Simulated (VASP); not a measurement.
# AlN (dq13) (P6_3mc) in VASP: a series of runs, part 2 of 2

VASP 6.6.1. The steps go on from the part before.

**4. Single point, LDA**

This run uses another cell than the first one, of 10.21 Å³/atom, 0.960 times its volume.

File INCAR:

```
SYSTEM = AlN
  PREC = Accurate
  ENCUT = 520
  EDIFF = 1E-6
  ISMEAR = 0
  SIGMA = 0.01
  LREAL = .False.
  LASPH = .True.
  NELM = 100
  ALGO = Normal
  ISIF = 2
  LWAVE = .False.
  LCHARG = .False.
  NBANDS = 16
```

File KPOINTS:

```
regular mesh
0
Gamma
  12 12 4
  0 0 0
```

File POSCAR:

```
AlN
1.0
    3.0886447092      0.0000000000      0.0000000000
   -1.5443223546      2.6748447814      0.0000000000
    0.0000000000      0.0000000000      4.9430764481
Al N
2 2
Direct
    0.6666666667      0.3333333333      0.4990076329
    0.3333333333      0.6666666667      0.9990076329
    0.6666666667      0.3333333333      0.8809923671
    0.3333333333      0.6666666667      0.3809923671
```

Potentials or basis: VASP PAW LDA potentials, release 64 (Al, N).

On the command line:

```console
> cat potpaw_LDA.64/Al/POTCAR potpaw_LDA.64/N/POTCAR > POTCAR
> mpirun -np 1 vasp_std > vasp.out
```

OUTCAR:

```text
SYSTEM = AlN
   PREC = Accurate
   ENCUT = 520
   EDIFF = 1E-6
   ISMEAR = 0
   LREAL = .False.
   LASPH = .True.
   NELM = 100
   ISIF = 2

 ion  position               nearest neighbor table
   1  0.667  0.333  0.499-   4 1.88   4 1.88   4 1.88   3 1.89   2 3.05   2 3.05   2 3.05   2 3.05
                             2 3.05   2 3.05
   2  0.333  0.667  0.999-   3 1.88   3 1.88   3 1.88   4 1.89   1 3.05   1 3.05   1 3.05   1 3.05
                             1 3.05   1 3.05
   3  0.667  0.333  0.881-   2 1.88   2 1.88   2 1.88   1 1.89
   4  0.333  0.667  0.381-   1 1.88   1 1.88   1 1.88   2 1.89

  LATTYP: Found a hexagonal cell.
 ALAT       =     3.0886447092
 C/A-ratio  =     1.6004030614

  Lattice vectors:

 A1 = (   3.0886447092,   0.0000000000,   0.0000000000)
 A2 = (  -1.5443223546,   2.6748447814,   0.0000000000)
 A3 = (   0.0000000000,   0.0000000000,   4.9430764481)

Analysis of symmetry for initial positions (statically):
=====================================================================
 Subroutine PRICEL returns:
 Original cell was already a primitive cell.

 Routine SETGRP: Setting up the symmetry group for a
 hexagonal supercell.

 Subroutine GETGRP returns: Found 12 space group operations
 (whereof  6 operations were pure point group operations)
 out of a pool of 24 trial point group operations.

The static configuration has the point symmetry C_3v.
 The point group associated with its full space group is C_6v.

Analysis of symmetry for dynamics (positions and initial velocities):
=====================================================================
 Subroutine PRICEL returns:
 Original cell was already a primitive cell.

 Routine SETGRP: Setting up the symmetry group for a
 hexagonal supercell.

 Subroutine GETGRP returns: Found 12 space group operations
 (whereof  6 operations were pure point group operations)
 out of a pool of 24 trial point group operations.

The dynamic configuration has the point symmetry C_3v.
 The point group associated with its full space group is C_6v.

[... 119 lines left out ...]
   IALGO  =     38    algorithm
   IMIX   =      4    mixing-type and parameters
     AMIX     =   0.40;   BMIX     =  1.00
     AMIX_MAG =   1.60;   BMIX_MAG =  1.00
  volume/ion in A,a.u.               =      10.21        68.90
  Fermi-wavevector in a.u.,A,eV,Ry     =   1.197917  2.263736 19.524443  1.435006
  Thomas-Fermi vector in A             =   2.333820
   LORBIT       =      0    0 simple, 1 ext, 2 COOP (PROOUT), +10 PAW based schemes
   GGA     = CA    functional components
   LHFCALC =     F    Hartree Fock is set to
   AEXX    =    0.0000 exact exchange contribution
   IVDW    =     0    specifies the selected vdW correction
   LEPSILON=     F    determine dielectric tensor
   LRPA    =     F    only Hartree local field effects (RPA)
 non-spin polarized calculation
 Gauss-broadening in eV      SIGMA  =   0.01
  energy-cutoff  :      520.00
  volume of cell :       40.84
 maximum number of plane-waves:      1124
 NGX is ok and might be reduce to    24
   NGX = 11   NGY = 11   NGZ = 19

 number of electron      15.9999997 magnetization

 Free energy of the ion-electron system (eV)
  ---------------------------------------------------
  ext. energy  EPLUGINS =         0.00000000
  ---------------------------------------------------
  free energy    TOTEN  =       -32.84106074 eV

  energy without entropy =      -32.84106074  energy(sigma->0) =      -32.84106074

 E-fermi :   6.1947     XC(G=0): -11.3437

 val. band max:        6.1160608605   @ k =   0.0000   0.0000   0.0000
 cond. band min:      10.5402958278   @ k =   0.0000   0.0000   0.0000
 fundamental gap:      4.4242349673
 Fermi energy:         6.1947425944

 k-point     1 :       0.0000    0.0000    0.0000
  band No.  band energies     occupation
      1      -9.0581      2.00000
      2      -6.7637      2.00000
      3      -0.0388      2.00000
      4       5.2258      2.00000
      5       5.2258      2.00000
      6       5.8874      2.00000
[... 433 lines left out ...]
      3       0.9972      2.00000
      4       1.9947      2.00000
      5       3.0306      2.00000
      6       4.3818      2.00000
[... 8 lines left out ...]
     15      18.5437      0.00000
     16      20.2598      0.00000

 [... further k-points ...]
[... 5 lines left out ...]
  --------------------------------------------------------------------------------------
  -------------------------------------------------------------------------------------
  Total        0.1631255      0.1631255      0.1572852      0.0000000      0.0000000      0.0000000
  in kB        6.3998302      6.3998302      6.1707022      0.0000000      0.0000000      0.0000000
  external PRESSURE =       6.3234542 kB  Pullay stress =       0.0000000 kB

 VOLUME and BASIS-vectors are now :
 -----------------------------------------------------------------------------
  energy-cutoff  :      520.00
  volume of cell :       40.84
      direct lattice vectors                 reciprocal lattice vectors
     3.088644709  0.000000000  0.000000000     0.323766601  0.186926734  0.000000000
    -1.544322355  2.674844781  0.000000000     0.000000000  0.373853469  0.000000000
     0.000000000  0.000000000  4.943076448     0.000000000  0.000000000  0.202303163

 POSITION                                       TOTAL-FORCE (eV/Angst)
 -----------------------------------------------------------------------------------
      1.54432      0.89161      2.46663         0.000000      0.000000     -0.000479
     -0.00000      1.78323      4.93817         0.000000     -0.000000     -0.000479
      1.54432      0.89161      4.35481         0.000000      0.000000      0.000479
     -0.00000      1.78323      1.88327        -0.000000      0.000000      0.000479
 -----------------------------------------------------------------------------------
    total drift:                               -0.000000      0.000000     -0.000709

  FREE ENERGIE OF THE ION-ELECTRON SYSTEM (eV)
  ---------------------------------------------------
  free  energy   TOTEN  =       -32.8410607403 eV

  energy  without entropy=      -32.8410607403  energy(sigma->0) =      -32.84106074
```

OSZICAR:

```text
N       E                     dE             d eps       ncg     rms          rms(c)
DAV:   1     0.371363740329E+02    0.37136E+02   -0.73258E+03  1824   0.895E+02
DAV:   2    -0.348521160967E+02   -0.71988E+02   -0.66545E+02  2512   0.180E+02
DAV:   3    -0.379723442098E+02   -0.31202E+01   -0.31120E+01  2320   0.377E+01
DAV:   4    -0.379876086908E+02   -0.15264E-01   -0.15264E-01  2240   0.318E+00
DAV:   5    -0.379877592834E+02   -0.15059E-03   -0.15059E-03  2336   0.309E-01    0.124E+01
DAV:   6    -0.329577871665E+02    0.50300E+01   -0.11446E+01  1912   0.241E+01    0.438E+00
DAV:   7    -0.329023481086E+02    0.55439E-01   -0.51655E-01  2208   0.473E+00    0.284E+00
DAV:   8    -0.328437807007E+02    0.58567E-01   -0.68028E-02  1968   0.219E+00    0.338E-01
DAV:   9    -0.328409620934E+02    0.28186E-02   -0.54319E-03  2336   0.529E-01    0.217E-01
DAV:  10    -0.328411079333E+02   -0.14584E-03   -0.56600E-04  2048   0.151E-01    0.108E-01
DAV:  11    -0.328410610633E+02    0.46870E-04   -0.84125E-05  2136   0.678E-02    0.190E-02
DAV:  12    -0.328410607403E+02    0.32297E-06   -0.13419E-06  1776   0.903E-03
   1 F= -.32841061E+02 E0= -.32841061E+02  d E =-.127243E-31
```

stdout:

```text
POSCAR found type information on POSCAR AlN
 POSCAR found :  2 types and       4 ions
 scaLAPACK will be used
 LDA part: xc-table for (Slater(with rela. corr.)+CA(PZ))
 , standard interpolation
 POSCAR, INCAR and KPOINTS ok, starting setup
 FFT: planning ... GRIDC
 FFT: planning ... GRID_SOFT
 FFT: planning ... GRID
 WAVECAR not read
 entering main loop
```

Run time: 16 s. Hardware: 1 thread of Intel Xeon Platinum 8488C (Sapphire Rapids), shared host; peak memory 0.15 GiB.

What came out:

```yaml
Free_energy: -32.8411 eV
Pressure: 0.6 GPa
Band_gap_on_the_k_mesh: 4.42 eV, direct
```

**5. Relaxation of cell and atoms, LDA**

This run uses another cell than the first one, of 10.21 Å³/atom, 0.960 times its volume.

File INCAR:

```
SYSTEM = AlN
ALGO     = Normal         ! electronic algorithm
EDIFF    = 1E-7           ! SCF threshold, eV
EDIFFG   = -0.001         ! ionic threshold
ENCUT    = 600            ! plane-wave cutoff, eV
GGA      = CA             ! functional
IBRION   = 2              ! ionic algorithm
ISIF     = 3              ! what is computed and relaxed
ISMEAR   = 0              ! smearing method
LASPH    = .True.         ! aspherical terms in the spheres
LCHARG   = .False.        ! write CHGCAR
LREAL    = .False.        ! projectors in reciprocal space
LWAVE    = .False.        ! write WAVECAR
NELM     = 80             ! most SCF steps
NSW      = 80             ! ionic steps
PREC     = Accurate       ! precision mode
SIGMA    = 0.01           ! smearing width, eV
```

File KPOINTS:

```
k-points
0
Gamma
  12 12 4
  0 0 0
```

POSCAR is that of step 4.

On the command line:

```console
> cat potpaw_LDA.64/Al/POTCAR potpaw_LDA.64/N/POTCAR > POTCAR
> mpirun -np 1 vasp_std > vasp.out
```

Run time: 56 s. Hardware: 1 thread of Intel Xeon Platinum 8488C (Sapphire Rapids), shared host; peak memory 0.16 GiB.

Results (log left out):

```yaml
Free_energy: -32.8425 eV
Relaxed_volume: 10.24 Å³/atom
Relaxed_cell: a = 3.091 Å, b = 3.091 Å, c = 4.948 Å, α = 90.00°, β = 90.00°, γ = 120.00°
Space_group_after_relaxing_to_0.05_Å: P6_3mc (No. 186)
Energy_gained_by_relaxing: 0.0 meV/atom
Ionic_steps: 5
Pressure_after_relaxing: 0.0 GPa
Band_gap_on_the_k_mesh: 4.40 eV, direct
```

Step by step:
| step | energy change (eV) | largest force (eV/Å) | pressure (GPa) | volume (Å³) |
| --- | --- | --- | --- | --- |
| 1 | 0.0000 | 0.0005 | 0.57 | 40.84 |
| 2 | 0.0000 | 0.0015 | -0.55 | 41.05 |
| 3 | -0.0002 | 0.0005 | 0.00 | 40.95 |
| 4 | -0.0002 | 0.0005 | 0.01 | 40.95 |
| 5 | -0.0002 | 0.0009 | 0.01 | 40.95 |

Final structure:
```
Al N
1.0
     3.09132    0.00000    0.00000
    -1.54566    2.67716    0.00000
     0.00000    0.00000    4.94755
Al N
2 2
Cartesian
  1.5457 0.8924 2.4689
  0.0000 1.7848 4.9426
  1.5457 0.8924 4.3587
  0.0000 1.7848 1.8850
```

Levels at points of the mesh, in eV from the valence-band top:
```tsv
k point	band 5	band 6	band 7	band 8	band 9	band 10	band 11	band 12
(0.00, 0.00, 0.00)	-0.89	-0.23	-0.23	0.00	4.40	6.71	10.64	11.08
(0.50, 0.00, 0.00)	-3.43	-2.15	-1.84	-0.71	5.72	5.72	8.25	10.27
(0.00, 0.00, 0.50)	-0.57	-0.57	-0.57	-0.57	6.59	6.59	10.30	10.30
(0.50, 0.00, 0.50)	-1.51	-1.51	-1.40	-1.40	5.25	5.25	9.19	9.19
```

A k mesh can miss the band edges. LDA gaps usually lie below the measured ones, often by a third to a half.

**6. Summary**

```tsv
task	cell	k mesh	cutoff (eV)	smearing	gap on the mesh (eV)	pressure (GPa)
single point	a = 3.129, b = 3.129, c = 5.017 Å, angles 90.0, 90.0, 120.0°, 4 atoms	6 × 6 × 4	520	gaussian 0.1 eV	4.08	-7.4
single point	a = 3.089, b = 3.089, c = 4.943 Å, angles 90.0, 90.0, 120.0°, 4 atoms	9 × 9 × 4	520	gaussian 0.02 eV	4.42	0.7
single point	a = 3.089, b = 3.089, c = 4.943 Å, angles 90.0, 90.0, 120.0°, 4 atoms	12 × 12 × 4	520	gaussian 0.01 eV	4.42	0.6
relaxation of cell and atoms	relaxed from a = 3.089, b = 3.089, c = 4.943 Å, angles 90.0, 90.0, 120.0°, 4 atoms	12 × 12 × 4	600	gaussian 0.01 eV	4.40	0.0
```

Alike in all rows: level LDA; potentials or basis VASP PAW LDA potentials, release 64 (Al, N); no spin polarisation.

Absolute energies hang on the potentials; compare differences alone.
